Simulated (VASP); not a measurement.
Runs of VASP 6.6.1 on Al3SiPd2. The structure is that of space group P4/mmm (No. 123), or close to it. The cells are those of the table. The cell was built from a structure type or drawn by symmetry, and may not be a known phase.

```csv
task,cell,k mesh,cutoff (eV),gap on the mesh (eV),pressure (GPa),relaxed volume (Å³/atom)
relaxation of cell and atoms,"relaxed from a = 4.872, b = 4.872, c = 5.231 Å, 6 atoms",8 × 8 × 8,600,none,0.0,20.87
relaxation of cell and atoms,"relaxed from a = 4.477, b = 4.477, c = 4.435 Å, 6 atoms",4 × 4 × 4,600,none,0.1,20.71
single point,"a = 4.872, b = 4.872, c = 5.231 Å, 6 atoms",4 × 4 × 4,520,none,0.2,-
single point,"a = 4.477, b = 4.477, c = 4.435 Å, 6 atoms",4 × 4 × 4,520,none,(a),-
single point,"a = 4.923, b = 4.923, c = 5.171 Å, 6 atoms",8 × 8 × 8,520,none,0.0,-
```

Alike in all rows: level PBE; potentials or basis VASP PAW PBE potentials, release 64 (Al, Si, Pd); no spin polarisation; smearing gaussian 0.1 eV.

Fill in the values left out.

(a) 50.3.

Caveats: the volume moved by over 15 % at a fixed basis, so the end points are rough (at least some runs); the cell stands under pressure (at least some runs).

A k mesh can miss the band edges, and the runs leave out spin-orbit coupling on Pd.

A gap of «none» marks levels without a gap at the run's occupations.
